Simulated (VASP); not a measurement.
A run of VASP 6.6.1:

The input INCAR:

```
SYSTEM = TcAu
PREC = Accurate
ENCUT = 520
EDIFF = 1E-7
ISMEAR = 0
SIGMA = 0.05
LREAL = .FALSE.
LASPH = .TRUE.
NELM = 100
ALGO = Normal
ISIF = 2
LWAVE = .FALSE.
LCHARG = .FALSE.
GGA = CA
NBANDS = 19
```

Contents of KPOINTS:

```
regular mesh
0
G
  7 7 7
  0 0 0
```

The input POSCAR:

```
TcAu
1.0
    3.1293846285      0.0000000000      0.0000000000
    0.0000000000      3.1293846285      0.0000000000
    0.0000000000      0.0000000000      3.1293846285
Au Tc
1 1
Direct
    0.0000000000      0.0000000000      0.0000000000
    0.5000000000      0.5000000000      0.5000000000
```

Potentials or basis: VASP PAW LDA potentials, release 64 (Au, Tc_pv).

Launch:

```sh
$ cat potpaw_LDA.64/Au/POTCAR potpaw_LDA.64/Tc_pv/POTCAR > POTCAR
$ mpirun -np 1 vasp_std > vasp.out
```

Hardware: 1 thread of Intel(R) Xeon(R) 6975P-C (Granite Rapids), with other jobs on the host.

Q: Estimate the wall time of this run.

A: It took 3.7 s on 1 thread of Intel(R) Xeon(R) 6975P-C (Granite Rapids), with other jobs on the host, peak memory 0.13 GiB. Counts: scf iterations 13, k points 20.
